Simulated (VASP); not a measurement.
# Si3As2 (P-3m1) in VASP: relaxation of cell and atoms with PBE

Aim: the relaxation of cell and atoms of Si3As2 with PBE.

Program: VASP 6.6.1. These are calculated values, not measurements. Logs are shortened: lines on timing, memory, paths and dates and some standing lists are left out, and cuts for length are marked.

### 1 The cell of the first run

The structure is trigonal, space group P-3m1 (No. 164). The conventional cell has a = 3.632 Å, b = 3.632 Å, c = 7.870 Å, α = 90.00°, β = 90.00°, γ = 120.00°. Si (site symmetry 3m) has 3 Si at 2.46 Å and 4 As at 2.79 to 3.12 Å within 3.2 Å. Si (site symmetry -3m) has 6 As at 2.55 Å within 3.4 Å. As (site symmetry 3m) has 7 Si at 2.55 to 3.12 Å within 3.4 Å.

The cell was generated, and may not be a known phase.

### 2 Relaxation of cell and atoms, PBE

INCAR

```
SYSTEM = Si3As2
ALGO     = Normal         ! electronic algorithm
EDIFF    = 1E-6           ! SCF threshold, eV
EDIFFG   = -0.01          ! ionic threshold
ENCUT    = 600            ! plane-wave cutoff, eV
GGA      = PE             ! functional
IBRION   = 2              ! ionic algorithm
ISIF     = 3              ! what is computed and relaxed
ISMEAR   = 0              ! smearing method
LASPH    = .True.         ! aspherical terms in the spheres
LCHARG   = .False.        ! write CHGCAR
LREAL    = .False.        ! projectors in reciprocal space
LWAVE    = .False.        ! write WAVECAR
NELM     = 100            ! most SCF steps
NSW      = 100            ! ionic steps
PREC     = Accurate       ! precision mode
SIGMA    = 0.1            ! smearing width, eV
```

KPOINTS

```
k-points
0
Gamma
  12 12 6
  0 0 0
```

POSCAR

```
Si3As2
1.0
    3.6323411279      0.0000000000      0.0000000000
   -1.8161705639      3.1456996920      0.0000000000
    0.0000000000      0.0000000000      7.8698882229
Si As
3 2
Direct
    0.3333333333      0.6666666667      0.5816274274
    0.6666666667      0.3333333333      0.4183725726
    0.0000000000      0.0000000000      0.0000000000
    0.3333333333      0.6666666667      0.1853010398
    0.6666666667      0.3333333333      0.8146989602
```

Potentials or basis: VASP PAW PBE potentials, release 64 (Si, As).

The run is started by

```
$ cat potpaw_PBE.64/Si/POTCAR potpaw_PBE.64/As/POTCAR > POTCAR
$ mpirun -np 1 vasp_std > vasp.out
```

OUTCAR:

```text
SYSTEM = Si3As2
   EDIFF = 1E-6
   EDIFFG = -0.01
   ENCUT = 600
   GGA = PE
   IBRION = 2
   ISIF = 3
   ISMEAR = 0
   LASPH = .True.
   LREAL = .False.
   NELM = 100
   NSW = 100
   PREC = Accurate

 ion  position               nearest neighbor table
   1  0.333  0.667  0.582-   2 2.46   2 2.46   2 2.46   5 2.79   5 2.79   5 2.79
   2  0.667  0.333  0.418-   1 2.46   1 2.46   1 2.46   4 2.79   4 2.79   4 2.79
   3  0.000  0.000  0.000-   4 2.55   5 2.55   4 2.55   5 2.55   5 2.55   4 2.55
   4  0.333  0.667  0.185-   3 2.55   3 2.55   3 2.55   2 2.79   2 2.79   2 2.79
   5  0.667  0.333  0.815-   3 2.55   3 2.55   3 2.55   1 2.79   1 2.79   1 2.79

  LATTYP: Found a hexagonal cell.
 ALAT       =     3.6323411279
 C/A-ratio  =     2.1666159498

  Lattice vectors:

 A1 = (   3.6323411279,   0.0000000000,   0.0000000000)
 A2 = (  -1.8161705639,   3.1456996920,   0.0000000000)
 A3 = (   0.0000000000,   0.0000000000,   7.8698882229)

Analysis of symmetry for initial positions (statically):
=====================================================================
 Subroutine PRICEL returns:
 Original cell was already a primitive cell.

 Routine SETGRP: Setting up the symmetry group for a
 hexagonal supercell.

 Subroutine GETGRP returns: Found 12 space group operations
 (whereof 12 operations were pure point group operations)
 out of a pool of 24 trial point group operations.

The static configuration has the point symmetry D_3d.

Analysis of symmetry for dynamics (positions and initial velocities):
=====================================================================
 Subroutine PRICEL returns:
 Original cell was already a primitive cell.

 Routine SETGRP: Setting up the symmetry group for a
 hexagonal supercell.

 Subroutine GETGRP returns: Found 12 space group operations
 (whereof 12 operations were pure point group operations)
 out of a pool of 24 trial point group operations.

The dynamic configuration has the point symmetry D_3d.

 Subroutine INISYM returns: Found 12 space group operations
 (whereof 12 operations are pure point group operations),
 and found     1 'primitive' translations

----------------------------------------------------------------------------------------

                                     Primitive cell

  volume of cell :      89.9233

  direct lattice vectors                    reciprocal lattice vectors
     3.632341128  0.000000000  0.000000000     0.275304539  0.158947150  0.000000000
    -1.816170564  3.145699692  0.000000000     0.000000000  0.317894299  0.000000000
     0.000000000  0.000000000  7.869888223     0.000000000  0.000000000  0.127066608

  length of vectors
     3.632341128  3.632341128  7.869888223     0.317894299  0.317894299  0.127066608

  position of ions in fractional coordinates (direct lattice)
     0.333333333  0.666666667  0.581627427
     0.666666667  0.333333333  0.418372573
     0.000000000  0.000000000  0.000000000
     0.333333333  0.666666667  0.185301040
     0.666666667  0.333333333  0.814698960

  ion indices of the primitive-cell ions
   primitive index   ion index
                 1           1
                 2           2
                 3           3
                 4           4
                 5           5

----------------------------------------------------------------------------------------

 KPOINTS: k-points

Automatic generation of k-mesh.
 Grid dimensions read from file:
 generate k-points for:   12   12    6

 Generating k-lattice:

  Cartesian coordinates                     Fractional coordinates (reciprocal lattice)
     0.022942045  0.013245596  0.000000000     0.083333333 -0.000000000  0.000000000
     0.000000000  0.026491192  0.000000000     0.000000000  0.083333333  0.000000000
     0.000000000  0.000000000  0.021177768     0.000000000  0.000000000  0.166666667

  Length of vectors
     0.026491192  0.026491192  0.021177768

  Shift w.r.t. Gamma in fractional coordinates (k-lattice)
     0.000000000  0.000000000  0.000000000

 Subroutine IBZKPT returns following result:
 ===========================================

 Found    100 irreducible k-points:

 Following reciprocal coordinates:
            Coordinates               Weight
  0.000000  0.000000  0.000000      1.000000
  0.083333  0.000000  0.000000      6.000000
  0.166667  0.000000  0.000000      6.000000
  0.250000  0.000000  0.000000      6.000000
  0.333333  0.000000  0.000000      6.000000
  0.416667  0.000000  0.000000      6.000000
[... 16 lines left out ...]
  0.166667  0.000000  0.166667      6.000000
  0.000000  0.166667  0.166667      6.000000
 [... further k-points ...]
   k-points           NKPTS =    100   k-points in BZ     NKDIM =    100   number of bands    NBANDS=     15
   number of dos      NEDOS =    301   number of ions     NIONS =      5
   total plane-waves  NPLWV =  57600
   dimension x,y,z NGX =    30 NGY =   30 NGZ =   64
   dimension x,y,z NGXF=    60 NGYF=   60 NGZF=  128
   ions per type =               3   2
   NGX,Y,Z   is equivalent  to a cutoff of  13.73, 13.73, 13.52 a.u.
   NGXF,Y,Z  is equivalent  to a cutoff of  27.46, 27.46, 27.04 a.u.
 SYSTEM =  Si3As2
   PREC   = accura    normal or accurate (medium, high low for compatibility)
   ISTART =      0    job   : 0-new  1-cont  2-samecut
   ICHARG =      2    charge: 1-file 2-atom 10-const
   ISPIN  =      1    spin polarized calculation?
   LNONCOLLINEAR =      F non collinear calculations
   LSORBIT =      F    spin-orbit coupling
   LASPH  =      T    aspherical Exc in radial PAW
   ENCUT  =  600.0 eV  44.10 Ry    6.64 a.u.   7.25  7.25 15.72*2*pi/ulx,y,z
   NELM   =    100;   NELMIN=  2; NELMDL= -5     # of ELM steps
   EDIFF  = 0.1E-05   stopping-criterion for ELM
   LREAL  =      F    real-space projection
   EDIFFG = -.1E-01   stopping-criterion for IOM
   NSW    =    100    number of steps for IOM
   IBRION =      2    ionic relax: 0-MD 1-quasi-New 2-CG
   NFREE  =      1    steps in history (QN), initial steepest desc. (CG)
   ISIF   =      3    stress and relaxation
   ISYM   =      2    0-nonsym 1-usesym 2-fastsym
   POTIM  = 0.5000    time-step for ionic-motion
   TEBEG  =    0.0;   TEEND  =   0.0 temperature during run
   PSTRESS=    0.0 pullay stress
   NELECT =      22.0000    total number of electrons
   NUPDOWN=      -1.0000    fix difference up-down
   EMIN   =  10.00;   EMAX   =-10.00  energy-range for DOS
   EFERMI =   0.00;   METHOD = LEGACY
   ISMEAR =     0;   SIGMA  =   0.10  broadening in eV -4-tet -1-fermi 0-gaus
   EFERMI_NEDOS =   21; number of points for ismear=-14 and -15
   IALGO  =     38    algorithm
   IMIX   =      4    mixing-type and parameters
     AMIX     =   0.40;   BMIX     =  1.00
     AMIX_MAG =   1.60;   BMIX_MAG =  1.00
  volume/ion in A,a.u.               =      17.98       121.37
  Fermi-wavevector in a.u.,A,eV,Ry     =   1.023902  1.934894 14.264002  1.048375
  Thomas-Fermi vector in A             =   2.157660
   LORBIT       =      0    0 simple, 1 ext, 2 COOP (PROOUT), +10 PAW based schemes
   GGA     = PE    functional components
   LHFCALC =     F    Hartree Fock is set to
   AEXX    =    0.0000 exact exchange contribution
   IVDW    =     0    specifies the selected vdW correction
   LEPSILON=     F    determine dielectric tensor
   LRPA    =     F    only Hartree local field effects (RPA)
 conjugate gradient relaxation of ions
 non-spin polarized calculation
 Gauss-broadening in eV      SIGMA  =   0.10
  energy-cutoff  :      600.00
  volume of cell :       89.92
 maximum number of plane-waves:      3030
 NGX is ok and might be reduce to    30
   NGX = 15   NGY = 15   NGZ = 31

--------------------------------------- Ionic step        1  -------------------------------------------

 number of electron      21.9999999 magnetization

 Free energy of the ion-electron system (eV)
  ---------------------------------------------------
  ext. energy  EPLUGINS =         0.00000000
  ---------------------------------------------------
  free energy    TOTEN  =       -24.18737703 eV

  energy without entropy =      -24.17551928  energy(sigma->0) =      -24.18144815

------------------------ aborting loop because EDIFF is reached ----------------------------------------

  FORCE on cell =-STRESS in cart. coord.  units (eV):
  Direction    XX          YY          ZZ          XY          YZ          ZX
  --------------------------------------------------------------------------------------
  -------------------------------------------------------------------------------------
  Total        0.0417781      0.0417781      0.5035511      0.0000000     -0.0000000      0.0000000
  in kB        0.7443664      0.7443664      8.9718431      0.0000000     -0.0000000      0.0000000
  external PRESSURE =       3.4868587 kB  Pullay stress =       0.0000000 kB
[... 297 lines left out ...]
  energy  without entropy=      -24.1823370380  energy(sigma->0) =      -24.18840753

--------------------------------------- Ionic step        9  -------------------------------------------

 number of electron      22.0000000 magnetization

 Free energy of the ion-electron system (eV)
  ---------------------------------------------------
  ext. energy  EPLUGINS =         0.00000000
  ---------------------------------------------------
  free energy    TOTEN  =       -24.19496056 eV

  energy without entropy =      -24.18290342  energy(sigma->0) =      -24.18893199

 E-fermi :   7.1676     XC(G=0): -10.4677

 val. band max:        7.1516942896   @ k =  -0.0833   0.4167   0.3333
 cond. band min:       7.1925369489   @ k =   0.0833   0.0000   0.1667
 fundamental gap:      0.0408426594
 Fermi energy:         7.1676144402

 k-point     1 :       0.0000    0.0000    0.0000
  band No.  band energies     occupation
      1      -7.0693      2.00000
      2      -5.2278      2.00000
      3      -4.0189      2.00000
      4       2.0529      2.00000
      5       2.1876      2.00000
      6       6.4259      2.00000
      7       6.4259      2.00000
      8       6.7635      2.00000
      9       6.7635      2.00000
     10       8.5089      0.00000
     11       8.6439      0.00000
     12       8.6439      0.00000
     13       8.7840      0.00000
     14       9.7497      0.00000
     15       9.7497      0.00000
[... 397 lines left out ...]
 k-point    24 :       0.0000    0.1667    0.1667
  band No.  band energies     occupation
      1      -6.6495      2.00000
      2      -5.1561      2.00000
      3      -3.2862      2.00000
      4       1.1042      2.00000
      5       2.7868      2.00000
      6       4.4965      2.00000
      7       5.1251      2.00000
      8       5.3988      2.00000
      9       5.5388      2.00000
     10       6.4320      2.00000
     11       8.2734      0.00000
     12       8.4015      0.00000
     13       9.4171      0.00000
     14      10.3626      0.00000
     15      10.4659      0.00000

 [... further k-points ...]

------------------------ aborting loop because EDIFF is reached ----------------------------------------

  FORCE on cell =-STRESS in cart. coord.  units (eV):
  Direction    XX          YY          ZZ          XY          YZ          ZX
  --------------------------------------------------------------------------------------
  -------------------------------------------------------------------------------------
  Total        0.0330257      0.0330257      0.0475481      0.0000000      0.0000000      0.0000000
  in kB        0.5925807      0.5925807      0.8531565      0.0000000      0.0000000      0.0000000
  external PRESSURE =       0.6794393 kB  Pullay stress =       0.0000000 kB
[... 20 lines left out ...]
  FREE ENERGIE OF THE ION-ELECTRON SYSTEM (eV)
  ---------------------------------------------------
  free  energy   TOTEN  =       -24.1949605606 eV

  energy  without entropy=      -24.1829034181  energy(sigma->0) =      -24.18893199

 reached required accuracy - stopping structural energy minimisation
```

It took 4.8 min on 1 thread of Intel Xeon 6975P-C (Granite Rapids), shared host; peak memory 0.34 GiB.

What came out:

```yaml
Free_energy: -24.1950 eV
Relaxed_volume: 17.86 Å³/atom
Relaxed_cell: a = 3.608 Å, b = 3.608 Å, c = 7.919 Å, α = 90.00°, β = 90.00°, γ = 120.00°
Space_group_after_relaxing_to_0.1_Å: P-3m1 (No. 164)
Energy_gained_by_relaxing: 1.5 meV/atom
Ionic_steps: 9
Pressure_after_relaxing: 0.1 GPa
Largest_force_after_relaxing: 0.010 eV/Å
Band_gap_on_the_k_mesh: zero (bands 11 and 12 overlap by 2.49 eV)
```

Forces in eV/Å, atoms in the order of the input:
```
Si   0.000  0.000  0.008
Si   0.000  0.000 -0.008
Si   0.000  0.000  0.000
As   0.000  0.000  0.010
As   0.000  0.000 -0.010
```

The path:
| step | energy change (eV) | largest force (eV/Å) | pressure (GPa) | volume (Å³) |
| --- | --- | --- | --- | --- |
| 1 | 0.0000 | 0.1279 | 0.35 | 89.92 |
| 2 | -0.0024 | 0.0844 | -0.25 | 90.43 |
| 3 | -0.0025 | 0.0760 | -0.38 | 90.54 |
| 4 | -0.0040 | 0.0494 | -0.17 | 90.21 |
| 5 | -0.0047 | 0.0686 | 0.07 | 89.83 |
| 6 | -0.0055 | 0.0616 | 0.02 | 89.80 |
| 7 | -0.0063 | 0.0494 | -0.06 | 89.73 |
| 8 | -0.0071 | 0.0307 | -0.01 | 89.54 |
| 9 | -0.0076 | 0.0100 | 0.07 | 89.29 |

Final structure:
```
CELL_PARAMETERS angstrom
3.60825 0.00000 0.00000
-1.80413 3.12484 0.00000
0.00000 0.00000 7.91937
ATOMIC_POSITIONS crystal
Si 0.33333 0.66667 0.58664
Si 0.66667 0.33333 0.41336
Si 0.00000 0.00000 0.00000
As 0.33333 0.66667 0.19025
As 0.66667 0.33333 0.80975
```

The gap in the log of VASP goes by the Fermi energy; the results here count the filled bands.